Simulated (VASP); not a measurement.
A run of VASP 6.6.1 is set up as follows.

File POSCAR:

```
CoO
1.0
    1.6022198417      0.9250420569      2.5664708903
   -1.6022198417      0.9250420569      2.5664708903
    0.0000000000     -1.8500841138      2.5664708903
Co O
1 1
Direct
    0.9989783200      0.9989783200      0.9989783200
    0.7510210300      0.7510210300      0.7510210300
```

The input INCAR.step1:

```
PREC = Accurate ; ENCUT = 520
ISMEAR = -1 ; SIGMA = 0.05
LREAL = F ; LASPH = T
NELM = 150 ; ISPIN = 2
MAGMOM = 2 0 ; LMAXMIX = 4
NBANDS = 18 ; GGA = PE
ALGO = Normal ; EDIFF = 1E-4
LWAVE = T ; LCHARG = F
```

Contents of INCAR.step2:

```
PREC = Accurate ; ENCUT = 520
EDIFF = 1E-6 ; ISMEAR = -1
SIGMA = 0.05 ; LREAL = F
LASPH = T ; NELM = 150
ALGO = Normal ; ISIF = 2
LWAVE = F ; LCHARG = F
ISPIN = 2 ; MAGMOM = 2 0
LORBIT = 11 ; LMAXMIX = 4
METAGGA = R2SCAN ; LMIXTAU = T
NBANDS = 18 ; ISTART = 1
```

KPOINTS

```
Automatic mesh
0
Gamma
  10 10 10
```

Potentials or basis: VASP PAW PBE potentials, release 64 (Co, O).

Launch:

```console
$ cat potpaw_PBE.64/Co/POTCAR potpaw_PBE.64/O/POTCAR > POTCAR
$ cp INCAR.step1 INCAR
$ mpirun -np 1 vasp_std > vasp.out
$ cp INCAR.step2 INCAR
$ mpirun -np 1 vasp_std > vasp.out
```

**Question.** Estimate the pressure.

**Answer.** 3.7 GPa.

**Question.** Predict the net moment.

**Answer.** 2.99 μB per cell.

Stress tensor (GPa, compression positive):
```
1.44 0.00 0.00
0.00 1.44 0.00
0.00 0.00 8.31
```

Caveat: the cell stands under pressure; the PAW data sets were made with another functional, which shifts forces and pressure a little; a cell with one magnetic atom can't hold antiferromagnetic order, which such compounds often take.
